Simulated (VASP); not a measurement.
# Hf (Im-3m) in VASP: a series of runs

Hf is run at these levels: PBE; tasks: single point, relaxation of cell and atoms.

All numbers are computed with VASP 6.6.1; they aren't measurements. Logs are shortened: lines on timing, memory, paths and dates and some standing lists are left out, and cuts for length are marked.

## (1) The cell of the first run

Symmetry: Im-3m, No. 229, cubic system. The conventional cell has a = 3.428 Å, b = 3.428 Å, c = 3.428 Å, α = 90.00°, β = 90.00°, γ = 90.00°. Hf (site symmetry m-3m) has 14 Hf at 2.97 to 3.43 Å within 3.9 Å.

## (2) Single point, PBE

The input, INCAR:

```
SYSTEM = Hf
PREC = Accurate ; ENCUT = 520
EDIFF = 1E-6 ; ISMEAR = -1
SIGMA = 0.08 ; LREAL = .FALSE.
LASPH = .TRUE. ; NELM = 80
ALGO = Normal ; ISIF = 2
LWAVE = .FALSE. ; LCHARG = .FALSE.
GGA = PE ; NBANDS = 11
```

The input, KPOINTS:

```
regular mesh
0
G
  16 16 16
  0 0 0
```

The input, POSCAR:

```
Hf
1.0
   -1.7142133348      1.7142133348      1.7142133348
    1.7142133348     -1.7142133348      1.7142133348
    1.7142133348      1.7142133348     -1.7142133348
Hf
1
Direct
    0.0000000000      0.0000000000      0.0000000000
```

Potentials or basis: VASP PAW PBE potentials, release 64 (Hf_pv).

Launch:

```bash
$ cat potpaw_PBE.64/Hf_pv/POTCAR > POTCAR
$ mpirun -np 1 vasp_std > vasp.out
```

OUTCAR:

```text
SYSTEM = Hf
   PREC = Accurate
   ENCUT = 520
   EDIFF = 1E-6
   ISMEAR = -1
   LREAL = .FALSE.
   LASPH = .TRUE.
   NELM = 80
   ISIF = 2
   GGA = PE

 ion  position               nearest neighbor table
   1  0.000  0.000  0.000-

  LATTYP: Found a body centered cubic cell.
 ALAT       =     3.4284266696

  Lattice vectors:

 A1 = (  -1.7142133348,   1.7142133348,   1.7142133348)
 A2 = (   1.7142133348,  -1.7142133348,   1.7142133348)
 A3 = (   1.7142133348,   1.7142133348,  -1.7142133348)

Analysis of symmetry for initial positions (statically):
=====================================================================
 Subroutine PRICEL returns:
 Original cell was already a primitive cell.

 Routine SETGRP: Setting up the symmetry group for a
 body centered cubic supercell.

 Subroutine GETGRP returns: Found 48 space group operations
 (whereof 48 operations were pure point group operations)
 out of a pool of 48 trial point group operations.

The static configuration has the point symmetry O_h .

Analysis of symmetry for dynamics (positions and initial velocities):
=====================================================================
 Subroutine PRICEL returns:
 Original cell was already a primitive cell.

 Routine SETGRP: Setting up the symmetry group for a
 body centered cubic supercell.

 Subroutine GETGRP returns: Found 48 space group operations
 (whereof 48 operations were pure point group operations)
 out of a pool of 48 trial point group operations.

The dynamic configuration has the point symmetry O_h .

 Subroutine INISYM returns: Found 48 space group operations
 (whereof 48 operations are pure point group operations),
 and found     1 'primitive' translations

----------------------------------------------------------------------------------------

                                     Primitive cell

  volume of cell :      20.1491

  direct lattice vectors                    reciprocal lattice vectors
    -1.714213335  1.714213335  1.714213335     0.000000000  0.291678982  0.291678982
     1.714213335 -1.714213335  1.714213335     0.291678982  0.000000000  0.291678982
     1.714213335  1.714213335 -1.714213335     0.291678982  0.291678982  0.000000000

  length of vectors
     2.969104591  2.969104591  2.969104591     0.412496372  0.412496372  0.412496372

  position of ions in fractional coordinates (direct lattice)
[... 76 lines left out ...]
   NELM   =     80;   NELMIN=  2; NELMDL= -5     # of ELM steps
   EDIFF  = 0.1E-05   stopping-criterion for ELM
   LREAL  =      F    real-space projection
   EDIFFG = 0.1E-04   stopping-criterion for IOM
   NSW    =      0    number of steps for IOM
   IBRION =     -1    ionic relax: 0-MD 1-quasi-New 2-CG
   NFREE  =      0    steps in history (QN), initial steepest desc. (CG)
   ISIF   =      2    stress and relaxation
   ISYM   =      2    0-nonsym 1-usesym 2-fastsym
   POTIM  = 0.5000    time-step for ionic-motion
   TEBEG  =    0.0;   TEEND  =   0.0 temperature during run
   PSTRESS=    0.0 pullay stress
   NELECT =      10.0000    total number of electrons
   NUPDOWN=      -1.0000    fix difference up-down
   EMIN   =  10.00;   EMAX   =-10.00  energy-range for DOS
   EFERMI =   0.00;   METHOD = LEGACY
   ISMEAR =    -1;   SIGMA  =   0.08  broadening in eV -4-tet -1-fermi 0-gaus
   EFERMI_NEDOS =   21; number of points for ismear=-14 and -15
   IALGO  =     38    algorithm
   IMIX   =      4    mixing-type and parameters
     AMIX     =   0.40;   BMIX     =  1.00
     AMIX_MAG =   1.60;   BMIX_MAG =  1.00
  volume/ion in A,a.u.               =      20.15       135.97
  Fermi-wavevector in a.u.,A,eV,Ry     =   1.296154  2.449376 22.857997  1.680015
  Thomas-Fermi vector in A             =   2.427628
   LORBIT       =      0    0 simple, 1 ext, 2 COOP (PROOUT), +10 PAW based schemes
   GGA     = PE    functional components
   LHFCALC =     F    Hartree Fock is set to
   AEXX    =    0.0000 exact exchange contribution
   IVDW    =     0    specifies the selected vdW correction
   LEPSILON=     F    determine dielectric tensor
   LRPA    =     F    only Hartree local field effects (RPA)
 non-spin polarized calculation
  energy-cutoff  :      520.00
  volume of cell :       20.15
 maximum number of plane-waves:       559
 NGX is ok and might be reduce to    24
   NGX = 11   NGY = 11   NGZ = 11

 number of electron      10.0000002 magnetization

 Free energy of the ion-electron system (eV)
  ---------------------------------------------------
  ext. energy  EPLUGINS =         0.00000000
  ---------------------------------------------------
  free energy    TOTEN  =        -9.69210700 eV

  energy without entropy =       -9.65829451  energy(sigma->0) =       -9.67520075

 E-fermi :   5.2973     XC(G=0): -11.7671

 val. band max:        5.2810803587   @ k =   0.3750   0.2500   0.0000
 cond. band min:       5.2997095486   @ k =   0.3125   0.2500   0.0000
 fundamental gap:      0.0186291899
 Fermi energy:         5.2973100105

 k-point     1 :       0.0000    0.0000    0.0000
  band No.  band energies     occupation
      1     -24.1149      2.00000
      2     -24.1149      2.00000
      3     -24.1149      2.00000
      4      -2.0566      2.00000
      5       6.9121      0.00000
      6       6.9121      0.00000
      7       6.9121      0.00000
      8      10.0039      0.00000
      9      10.0039      0.00000
     10      19.1015      0.00000
     11      19.1015      0.00000
[... 309 lines left out ...]
 k-point    24 :       0.2500    0.1875    0.0000
  band No.  band energies     occupation
      1     -25.0234      2.00000
      2     -24.4888      2.00000
      3     -24.2148      2.00000
      4       2.0794      2.00000
      5       4.7267      1.99840
      6       5.3312      0.79140
      7       9.3640      0.00000
      8      10.9068      0.00000
      9      12.5491      0.00000
     10      17.5597      0.00000
     11      18.9693      0.00000

 [... further k-points ...]
[... 5 lines left out ...]
  --------------------------------------------------------------------------------------
  -------------------------------------------------------------------------------------
  Total        1.4710271      1.4710271      1.4710271     -0.0000000      0.0000000     -0.0000000
  in kB      116.9705813    116.9705813    116.9705813     -0.0000000      0.0000000     -0.0000000
  external PRESSURE =     116.9705813 kB  Pullay stress =       0.0000000 kB

 VOLUME and BASIS-vectors are now :
 -----------------------------------------------------------------------------
  energy-cutoff  :      520.00
  volume of cell :       20.15
      direct lattice vectors                 reciprocal lattice vectors
    -1.714213335  1.714213335  1.714213335     0.000000000  0.291678982  0.291678982
     1.714213335 -1.714213335  1.714213335     0.291678982  0.000000000  0.291678982
     1.714213335  1.714213335 -1.714213335     0.291678982  0.291678982  0.000000000

 POSITION                                       TOTAL-FORCE (eV/Angst)
 -----------------------------------------------------------------------------------
      0.00000      0.00000      0.00000         0.000000     -0.000000     -0.000000
 -----------------------------------------------------------------------------------
    total drift:                                0.000000      0.000000     -0.000000

  FREE ENERGIE OF THE ION-ELECTRON SYSTEM (eV)
  ---------------------------------------------------
  free  energy   TOTEN  =        -9.6921069989 eV

  energy  without entropy=       -9.6582945081  energy(sigma->0) =       -9.67520075
```

Wall time 14 s (1 thread of Intel Xeon Platinum 8375C at 2.90GHz (Ice Lake), shared host); peak memory 0.16 GiB.

What came out:

```
Free energy            : -9.6921 eV
Pressure               : 11.7 GPa
Band gap on the k mesh : zero (band 5 reaches 6.91 eV, above the bottom of band 6 at 4.46 eV)
```

Levels at points of the mesh, in eV from the Fermi level:
```
           k point  band 3  band 4  band 5  band 6  band 7  band 8
(0.00, 0.00, 0.00)  -29.41   -7.35    1.61    1.61    1.61    4.71
(0.50, 0.00, 0.00)  -29.42   -3.70   -0.68    1.53    4.61    5.72
(0.50, 0.50, 0.50)  -30.21   -3.05   -3.05    7.61    7.61    7.61
```

Caveat: spin-orbit coupling is left out, which moves the levels of the heavy elements.

## (3) Single point, PBE

The input, INCAR:

```
PREC = Accurate ; ENCUT = 520
EDIFF = 1E-6 ; ISMEAR = -1
SIGMA = 0.08 ; LREAL = F
LASPH = T ; NELM = 100
ALGO = Normal ; ISIF = 2
LWAVE = F ; LCHARG = F
GGA = PE ; NBANDS = 11
```

The input, KPOINTS:

```
Automatic mesh
0
Gamma
  16 16 16
```

POSCAR is that of step 2.

Potentials or basis: VASP PAW PBE potentials, release 64 (Hf_pv).

Launch:

```bash
$ cat potpaw_PBE.64/Hf_pv/POTCAR > POTCAR
$ mpirun -np 1 vasp_std > vasp.out
```

Wall time 15 s (1 thread of Intel Xeon Platinum 8375C at 2.90GHz (Ice Lake), shared host); peak memory 0.16 GiB.

It converged, with:

```
Free energy            : -9.6921 eV
Pressure               : 11.7 GPa
Band gap on the k mesh : zero (band 5 reaches 6.91 eV, above the bottom of band 6 at 4.46 eV)
```

Levels at points of the mesh, in eV from the Fermi level:
```csv
k point,band 1,band 2,band 3,band 4,band 5,band 6,band 7,band 8,band 9,band 10
"(0.00, 0.00, 0.00)",-29.41,-29.41,-29.41,-7.35,1.61,1.61,1.61,4.71,4.71,13.80
"(0.50, 0.00, 0.00)",-30.57,-29.78,-29.42,-3.70,-0.68,1.53,4.61,5.72,8.59,10.99
"(0.50, 0.50, 0.50)",-30.21,-30.21,-30.21,-3.05,-3.05,7.61,7.61,7.61,8.13,8.13
```

Caveat: spin-orbit coupling is left out, which moves the levels of the heavy elements.

(Part 1 of 2 ends here.)
